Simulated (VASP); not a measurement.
# Si (P6/mmm) in VASP: further runs

Si is run at these levels: PBEsol; tasks: relaxation of cell and atoms.

Program: VASP 6.6.1. These are calculated values, not measurements. Logs are shortened: lines on timing, memory, paths and dates and some standing lists are left out, and cuts for length are marked.

### Step 1. The cell of the first run

Symmetry: P6/mmm, No. 191, hexagonal system. The conventional cell has a = 2.621 Å, b = 2.621 Å, c = 2.466 Å, α = 90.00°, β = 90.00°, γ = 120.00°. Si (site symmetry 6/mmm) has 8 Si at 2.47 to 2.62 Å within 3.3 Å.

This isn't the form of Si at room conditions, which is diamond.

### Step 2. Relaxation of cell and atoms, PBEsol, target pressure 20 GPa, at which the enthalpy is minimised

File INCAR:

```
SYSTEM = Si
PREC     = Accurate       ! precision mode
ENCUT    = 500            ! plane-wave cutoff, eV
EDIFF    = 1E-7           ! SCF threshold, eV
ISMEAR   = -1             ! smearing method
SIGMA    = 0.05           ! smearing width, eV
LREAL    = .FALSE.        ! projectors in reciprocal space
LASPH    = .TRUE.         ! aspherical terms in the spheres
NELM     = 120            ! most SCF steps
ALGO     = Normal         ! electronic algorithm
ISIF     = 3              ! what is computed and relaxed
LWAVE    = .FALSE.        ! write WAVECAR
LCHARG   = .FALSE.        ! write CHGCAR
GGA      = PS             ! functional
IBRION   = 2              ! ionic algorithm
NSW      = 80             ! ionic steps
EDIFFG   = -0.01          ! ionic threshold
PSTRESS  = 200.0        
GGA_COMPAT= .FALSE.      
NELMIN   = 4
```

File KPOINTS:

```
Automatic mesh
0
G
  12 12 11
  0 0 0
```

File POSCAR:

```
Si
1.0
    2.6205428149      0.0000000000      0.0000000000
   -1.3102714075      2.2694566494      0.0000000000
    0.0000000000      0.0000000000      2.4663543900
Si
1
Direct
    0.0000000000      0.0000000000      0.0000000000
```

Potentials or basis: VASP PAW PBE potentials, release 64 (Si).

Started as:

```console
cat potpaw_PBE.64/Si/POTCAR > POTCAR
mpirun -np 1 vasp_std > vasp.out
```

OUTCAR:

```text
SYSTEM = Si
   PREC = Accurate
   ENCUT = 500
   EDIFF = 1E-7
   ISMEAR = -1
   LREAL = .FALSE.
   LASPH = .TRUE.
   NELM = 120
   ISIF = 3
   GGA = PS
   IBRION = 2
   NSW = 80
   EDIFFG = -0.01
   PSTRESS = 200.0
   NELMIN = 4

 ion  position               nearest neighbor table
   1  0.000  0.000  0.000-

  LATTYP: Found a hexagonal cell.
 ALAT       =     2.6205428149
 C/A-ratio  =     0.9411616463

  Lattice vectors:

 A1 = (   2.6205428149,   0.0000000000,   0.0000000000)
 A2 = (  -1.3102714075,   2.2694566494,   0.0000000000)
 A3 = (   0.0000000000,   0.0000000000,   2.4663543900)

Analysis of symmetry for initial positions (statically):
=====================================================================
 Subroutine PRICEL returns:
 Original cell was already a primitive cell.

 Routine SETGRP: Setting up the symmetry group for a
 hexagonal supercell.

 Subroutine GETGRP returns: Found 24 space group operations
 (whereof 24 operations were pure point group operations)
 out of a pool of 24 trial point group operations.

The static configuration has the point symmetry D_6h.

Analysis of symmetry for dynamics (positions and initial velocities):
=====================================================================
 Subroutine PRICEL returns:
 Original cell was already a primitive cell.

 Routine SETGRP: Setting up the symmetry group for a
 hexagonal supercell.

 Subroutine GETGRP returns: Found 24 space group operations
 (whereof 24 operations were pure point group operations)
 out of a pool of 24 trial point group operations.

The dynamic configuration has the point symmetry D_6h.

 Subroutine INISYM returns: Found 24 space group operations
 (whereof 24 operations are pure point group operations),
 and found     1 'primitive' translations

----------------------------------------------------------------------------------------

                                     Primitive cell

  volume of cell :      14.6679

  direct lattice vectors                    reciprocal lattice vectors
     2.620542815  0.000000000  0.000000000     0.381600329  0.220317053  0.000000000
    -1.310271407  2.269456649  0.000000000     0.000000000  0.440634105  0.000000000
     0.000000000  0.000000000  2.466354390     0.000000000  0.000000000  0.405456736

  length of vectors
     2.620542815  2.620542815  2.466354390     0.440634105  0.440634105  0.405456736

  position of ions in fractional coordinates (direct lattice)
     0.000000000  0.000000000  0.000000000

  ion indices of the primitive-cell ions
   primitive index   ion index
                 1           1

----------------------------------------------------------------------------------------

 KPOINTS: Automatic mesh

Automatic generation of k-mesh.
 Grid dimensions read from file:
 generate k-points for:   12   12   11

 Generating k-lattice:

  Cartesian coordinates                     Fractional coordinates (reciprocal lattice)
     0.031800027  0.018359754  0.000000000     0.083333333  0.000000000  0.000000000
     0.000000000  0.036719509  0.000000000     0.000000000  0.083333333  0.000000000
     0.000000000  0.000000000  0.036859703     0.000000000  0.000000000  0.090909091

  Length of vectors
     0.036719509  0.036719509  0.036859703

  Shift w.r.t. Gamma in fractional coordinates (k-lattice)
     0.000000000  0.000000000  0.000000000

 Subroutine IBZKPT returns following result:
 ===========================================

 Found    114 irreducible k-points:

 Following reciprocal coordinates:
            Coordinates               Weight
  0.000000  0.000000  0.000000      1.000000
  0.083333  0.000000  0.000000      6.000000
  0.166667  0.000000  0.000000      6.000000
  0.250000  0.000000  0.000000      6.000000
  0.333333  0.000000  0.000000      6.000000
  0.416667  0.000000  0.000000      6.000000
[... 16 lines left out ...]
  0.250000  0.000000  0.090909     12.000000
  0.333333  0.000000  0.090909     12.000000
 [... further k-points ...]
   k-points           NKPTS =    114   k-points in BZ     NKDIM =    114   number of bands    NBANDS=      6
   number of dos      NEDOS =    301   number of ions     NIONS =      1
   total plane-waves  NPLWV =   7200
   dimension x,y,z NGX =    20 NGY =   20 NGZ =   18
   dimension x,y,z NGXF=    40 NGYF=   40 NGZF=   36
   ions per type =               1
   NGX,Y,Z   is equivalent  to a cutoff of  12.69, 12.69, 12.13 a.u.
   NGXF,Y,Z  is equivalent  to a cutoff of  25.38, 25.38, 24.27 a.u.
 SYSTEM =  Si
   PREC   = accura    normal or accurate (medium, high low for compatibility)
   ISTART =      0    job   : 0-new  1-cont  2-samecut
   ICHARG =      2    charge: 1-file 2-atom 10-const
   ISPIN  =      1    spin polarized calculation?
   LNONCOLLINEAR =      F non collinear calculations
   LSORBIT =      F    spin-orbit coupling
   LASPH  =      T    aspherical Exc in radial PAW
   ENCUT  =  500.0 eV  36.75 Ry    6.06 a.u.   4.78  4.78  4.50*2*pi/ulx,y,z
   NELM   =    120;   NELMIN=  4; NELMDL= -5     # of ELM steps
   EDIFF  = 0.1E-06   stopping-criterion for ELM
   LREAL  =      F    real-space projection
   EDIFFG = -.1E-01   stopping-criterion for IOM
   NSW    =     80    number of steps for IOM
   IBRION =      2    ionic relax: 0-MD 1-quasi-New 2-CG
   NFREE  =      1    steps in history (QN), initial steepest desc. (CG)
   ISIF   =      3    stress and relaxation
   ISYM   =      2    0-nonsym 1-usesym 2-fastsym
   POTIM  = 0.5000    time-step for ionic-motion
   TEBEG  =    0.0;   TEEND  =   0.0 temperature during run
   PSTRESS=  200.0 pullay stress
   NELECT =       4.0000    total number of electrons
   NUPDOWN=      -1.0000    fix difference up-down
   EMIN   =  10.00;   EMAX   =-10.00  energy-range for DOS
   EFERMI =   0.00;   METHOD = LEGACY
   ISMEAR =    -1;   SIGMA  =   0.05  broadening in eV -4-tet -1-fermi 0-gaus
   EFERMI_NEDOS =   21; number of points for ismear=-14 and -15
   IALGO  =     38    algorithm
   IMIX   =      4    mixing-type and parameters
     AMIX     =   0.40;   BMIX     =  1.00
     AMIX_MAG =   1.60;   BMIX_MAG =  1.00
  volume/ion in A,a.u.               =      14.67        98.98
  Fermi-wavevector in a.u.,A,eV,Ry     =   1.061627  2.006184 15.334472  1.127052
  Thomas-Fermi vector in A             =   2.197050
   LORBIT       =      0    0 simple, 1 ext, 2 COOP (PROOUT), +10 PAW based schemes
   GGA     = PS    functional components
   LHFCALC =     F    Hartree Fock is set to
   AEXX    =    0.0000 exact exchange contribution
   IVDW    =     0    specifies the selected vdW correction
   LEPSILON=     F    determine dielectric tensor
   LRPA    =     F    only Hartree local field effects (RPA)
 conjugate gradient relaxation of ions
 non-spin polarized calculation
  energy-cutoff  :      500.00
  volume of cell :       14.67
 maximum number of plane-waves:       393
 NGX is ok and might be reduce to    20
   NGX =  9   NGY =  9   NGZ =  9

--------------------------------------- Ionic step        1  -------------------------------------------

 number of electron       4.0000000 magnetization

 Free energy of the ion-electron system (eV)
  ---------------------------------------------------
  ext. energy  EPLUGINS =         0.00000000
  ---------------------------------------------------
  free energy    TOTEN  =        -5.55647144 eV

  energy without entropy =       -5.55332832  energy(sigma->0) =       -5.55489988

 E-fermi :   9.6136     XC(G=0): -11.1320

 val. band max:        9.6047191614   @ k =   0.3333   0.2500   0.4545
 cond. band min:       9.6529278825   @ k =   0.4167   0.1667   0.0000
 fundamental gap:      0.0482087211
 Fermi energy:         9.6136114073

 k-point     1 :       0.0000    0.0000    0.0000
  band No.  band energies     occupation
      1      -4.4979      2.00000
      2      17.1733      0.00000
      3      17.6382      0.00000
      4      20.0088      0.00000
      5      20.0088      0.00000
      6      21.9109      0.00000

 k-point     2 :       0.0833    0.0000    0.0000
  band No.  band energies     occupation
      1      -4.3028      2.00000
      2      16.3608      0.00000
      3      17.8018      0.00000
      4      18.8773      0.00000
      5      18.8926      0.00000
      6      21.9595      0.00000
[... 190 lines left out ...]
 k-point    24 :       0.3333    0.0000    0.0909
  band No.  band energies     occupation
      1      -1.2138      2.00000
      2       7.7673      2.00000
      3      15.6231      0.00000
      4      16.0144      0.00000
      5      19.0667      0.00000
      6      25.8434      0.00000

 [... further k-points ...]

------------------------ aborting loop because EDIFF is reached ----------------------------------------

  FORCE on cell =-STRESS in cart. coord.  units (eV):
  Direction    XX          YY          ZZ          XY          YZ          ZX
  --------------------------------------------------------------------------------------
  -------------------------------------------------------------------------------------
  Total       -0.0742911     -0.0742911      0.3413518      0.0000000      0.0000000      0.0000000
  in kB       -8.1148187     -8.1148187     37.2858635      0.0000000      0.0000000      0.0000000
  external PRESSURE =    -192.9812580 kB  Pullay stress =     200.0000000 kB
[... 281 lines left out ...]
  enthalpy is  TOTEN    =        -3.8418327312 eV   P V=        1.6205027983

--------------------------------------- Ionic step        9  -------------------------------------------

 number of electron       4.0000000 magnetization

 Free energy of the ion-electron system (eV)
  ---------------------------------------------------
  ext. energy  EPLUGINS =         0.00000000
  ---------------------------------------------------
  free energy    TOTEN  =        -5.45923627 eV

  energy without entropy =       -5.45732693  energy(sigma->0) =       -5.45828160

 E-fermi :  11.3205     XC(G=0): -11.6358

 val. band max:       11.2386824595   @ k =   0.3333   0.2500   0.4545
 cond. band min:      11.3391397044   @ k =   0.4167   0.0000   0.4545
 fundamental gap:      0.1004572449
 Fermi energy:        11.3205198298

 k-point     1 :       0.0000    0.0000    0.0000
  band No.  band energies     occupation
      1      -3.9735      2.00000
      2      18.7530      0.00000
      3      19.6707      0.00000
      4      23.4721      0.00000
      5      23.4721      0.00000
      6      24.2991      0.00000

 k-point     2 :       0.0833    0.0000    0.0000
  band No.  band energies     occupation
      1      -3.7587      2.00000
      2      18.2723      0.00000
      3      19.8502      0.00000
      4      21.2752      0.00000
      5      21.8406      0.00000
      6      24.8345      0.00000
[... 190 lines left out ...]
 k-point    24 :       0.3333    0.0000    0.0909
  band No.  band energies     occupation
      1      -0.3653      2.00000
      2       9.4243      2.00000
      3      17.8084      0.00000
      4      18.2253      0.00000
      5      21.4379      0.00000
      6      28.5747      0.00000

 [... further k-points ...]

------------------------ aborting loop because EDIFF is reached ----------------------------------------

  FORCE on cell =-STRESS in cart. coord.  units (eV):
  Direction    XX          YY          ZZ          XY          YZ          ZX
  --------------------------------------------------------------------------------------
  -------------------------------------------------------------------------------------
  Total        1.6179750      1.6179750      1.6175076     -0.0000000     -0.0000000      0.0000000
  in kB      200.0743080    200.0743080    200.0165028     -0.0000000     -0.0000000      0.0000000
  external PRESSURE =       0.0550396 kB  Pullay stress =     200.0000000 kB
[... 16 lines left out ...]
  FREE ENERGIE OF THE ION-ELECTRON SYSTEM (eV)
  ---------------------------------------------------
  free  energy   TOTEN  =        -5.4592362660 eV

  energy  without entropy=       -5.4573269296  energy(sigma->0) =       -5.45828160

  enthalpy is  TOTEN    =        -3.8418621383 eV   P V=        1.6173741277

 reached required accuracy - stopping structural energy minimisation
```

Wall time 40 s (1 thread of Intel Xeon Platinum 8259CL at 2.50GHz (Skylake/Cascade Lake), shared host); peak memory 0.12 GiB.

Results:

```yaml
Free_energy: -5.4592 eV
Relaxed_volume: 12.96 Å³/atom
Relaxed_cell: a = 2.501 Å, b = 2.501 Å, c = 2.393 Å, α = 90.00°, β = 90.00°, γ = 120.00°
Space_group_after_relaxing_to_0.1_Å: P6/mmm (No. 191)
Energy_change_on_relaxing_the_run_minimises_the_enthalpy: +97.2 meV/atom
Ionic_steps: 9
Pressure_after_relaxing: 20.0 GPa
Band_gap_on_the_k_mesh: zero (bands 2 and 3 overlap by 12.62 eV)
```

Step by step:
```csv
step,energy change (eV),largest force (eV/Å),pressure (GPa),volume (Å³)
1,0.0000,0.0000,0.70,14.67
2,0.4934,0.0000,57.40,11.23
3,0.0924,0.0000,19.42,13.00
4,0.0976,0.0000,20.07,12.96
5,0.1018,0.0000,20.57,12.93
6,0.1009,0.0000,20.34,12.93
7,0.1007,0.0000,20.43,12.93
8,0.0941,0.0000,19.63,12.98
9,0.0972,0.0000,20.01,12.96
```

Final structure:
```cif
data_structure
_symmetry_space_group_name_H-M 'P 1'
_symmetry_Int_Tables_number 1
_cell_length_a 2.5006
_cell_length_b 2.5006
_cell_length_c 2.3926
_cell_angle_alpha 90.000
_cell_angle_beta 90.000
_cell_angle_gamma 120.000
_cell_volume 12.96
loop_
_atom_site_label
_atom_site_type_symbol
_atom_site_fract_x
_atom_site_fract_y
_atom_site_fract_z
_atom_site_occupancy
Si1 Si 0.00000 0.00000 0.00000 1
```

Levels at points of the mesh, in eV from the Fermi level:
```
           k point  band 1  band 2  band 3  band 4  band 5  band 6
(0.00, 0.00, 0.00)  -15.29    7.43    8.35   12.15   12.15   12.98
(0.50, 0.00, 0.00)   -7.82   -7.62    6.01    6.78   14.21   15.46
```

Caveat: the cell is relaxed towards a set pressure, so the run minimises the enthalpy, not the energy; the PAW data sets were made with another functional, which shifts forces and pressure a little.

### Step 3. Relaxation of cell and atoms, PBEsol, target pressure 30 GPa, at which the enthalpy is minimised

File INCAR:

```
SYSTEM = Si
PREC     = Accurate       ! precision mode
ENCUT    = 500            ! plane-wave cutoff, eV
EDIFF    = 1E-7           ! SCF threshold, eV
ISMEAR   = -1             ! smearing method
SIGMA    = 0.05           ! smearing width, eV
LREAL    = .False.        ! projectors in reciprocal space
LASPH    = .True.         ! aspherical terms in the spheres
NELM     = 120            ! most SCF steps
ALGO     = Normal         ! electronic algorithm
ISIF     = 3              ! what is computed and relaxed
LWAVE    = .False.        ! write WAVECAR
LCHARG   = .False.        ! write CHGCAR
GGA      = PS             ! functional
IBRION   = 2              ! ionic algorithm
NSW      = 80             ! ionic steps
EDIFFG   = -0.01          ! ionic threshold
PSTRESS  = 300.0        
GGA_COMPAT= .False.      
NELMIN   = 4
```

File KPOINTS:

```
regular mesh
0
Gamma
  12 12 11
  0 0 0
```

POSCAR is that of step 2.

Potentials or basis: VASP PAW PBE potentials, release 64 (Si).

Started as:

```console
cat potpaw_PBE.64/Si/POTCAR > POTCAR
mpirun -np 1 vasp_std > vasp.out
```

It took 39 s on 1 thread of Intel Xeon Platinum 8259CL at 2.50GHz (Skylake/Cascade Lake), shared host; peak memory 0.12 GiB.

It converged, with:

```yaml
Free_energy: -5.3688 eV
Relaxed_volume: 12.37 Å³/atom
Relaxed_cell: a = 2.461 Å, b = 2.461 Å, c = 2.359 Å, α = 90.00°, β = 90.00°, γ = 120.00°
Space_group_after_relaxing_to_0.1_Å: P6/mmm (No. 191)
Energy_change_on_relaxing_the_run_minimises_the_enthalpy: +187.7 meV/atom
Ionic_steps: 9
Pressure_after_relaxing: 30.0 GPa
Band_gap_on_the_k_mesh: zero (bands 2 and 3 overlap by 12.81 eV)
```

The path:
| step | energy change (eV) | largest force (eV/Å) | pressure (GPa) | volume (Å³) |
| --- | --- | --- | --- | --- |
| 1 | 0.0000 | 0.0000 | 0.70 | 14.67 |
| 2 | 1.3187 | 0.0000 | 119.42 | 9.68 |
| 3 | 0.1626 | 0.0000 | 27.44 | 12.52 |
| 4 | 0.1835 | 0.0000 | 29.61 | 12.40 |
| 5 | 0.1914 | 0.0000 | 30.43 | 12.36 |
| 6 | 0.1921 | 0.0000 | 30.23 | 12.36 |
| 7 | 0.1903 | 0.0000 | 30.28 | 12.36 |
| 8 | 0.1846 | 0.0000 | 29.70 | 12.39 |
| 9 | 0.1877 | 0.0000 | 30.01 | 12.37 |

Final structure:
```
Si
1.0
     2.46123    0.00000    0.00000
    -1.23061    2.13149    0.00000
     0.00000    0.00000    2.35851
Si
1
Direct
  0.00000 0.00000 0.00000
```

Levels at points of the mesh, in eV from the Fermi level:
| k point | band 1 | band 2 | band 3 | band 4 | band 5 | band 6 |
| --- | --- | --- | --- | --- | --- | --- |
| (0.00, 0.00, 0.00) | -15.77 | 7.42 | 8.61 | 12.75 | 12.75 | 13.18 |
| (0.50, 0.00, 0.00) | -7.97 | -7.95 | 6.27 | 6.82 | 14.83 | 15.67 |

Caveat: the cell is relaxed towards a set pressure, so the run minimises the enthalpy, not the energy; the volume moved by over 15 % at a fixed basis, so the end points are rough; the PAW data sets were made with another functional, which shifts forces and pressure a little.
